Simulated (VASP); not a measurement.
Wanted: the native input for a VASP 6.6.1 run.

```
Task                   : relaxation of cell and atoms
Functional             : LDA
Potentials or basis    : VASP PAW LDA potentials, release 64 (Hf_pv, O)
Cutoff                 : 600 eV
k mesh                 : 8 × 8 × 8
Occupations            : gaussian, width 0.02 eV
Spin                   : no spin polarisation
Dipole correction      : no
Further INCAR settings : ALGO = Normal; EDIFF = 1e-07; IBRION = 2; EDIFFG = -0.005; NSW = 100; ISIF = 3
```

The structure of HfO2 lies in POSCAR:

```
HfO2
1.0
    0.0000000000      2.5005395269      2.5005395269
    2.5005395269      0.0000000000      2.5005395269
    2.5005395269      2.5005395269      0.0000000000
Hf O
1 2
Direct
    0.0000000000      0.0000000000      0.0000000000
    0.2500000000      0.2500000000      0.2500000000
    0.7500000000      0.7500000000      0.7500000000
```

One way to write it, as run:

INCAR

```
PREC = Accurate
ENCUT = 600
EDIFF = 1E-7
ISMEAR = 0
SIGMA = 0.02
LREAL = F
LASPH = T
NELM = 80
ALGO = Normal
ISIF = 3
LWAVE = F
LCHARG = F
GGA = CA
IBRION = 2
NSW = 100
EDIFFG = -0.005
```

KPOINTS

```
regular mesh
0
Gamma
  8 8 8
```

Potentials or basis: VASP PAW LDA potentials, release 64 (Hf_pv, O).

The run is started by

```bash
$ cat potpaw_LDA.64/Hf_pv/POTCAR potpaw_LDA.64/O/POTCAR > POTCAR
$ mpirun -np 1 vasp_std > vasp.out
```

It gave:

The relaxed volume is 10.29 Å³/atom, the relaxed cell is a = 3.522 Å, b = 3.522 Å, c = 3.522 Å, α = 60.00°, β = 60.00°, γ = 60.00° and the space group after relaxing (to 0.05 Å) is Fm-3m (No. 225). The energy gained by relaxing is 1.4 meV/atom and the ionic steps are 3. The pressure after relaxing is 0.0 GPa. The band gap on the k mesh is 3.74 eV, direct.

Caveat: spin-orbit coupling is left out, which moves the levels of the heavy elements.

Run time: 21 s on 1 thread of Intel(R) Xeon(R) Platinum 8488C (Sapphire Rapids), on a shared host, peak memory 0.16 GiB.
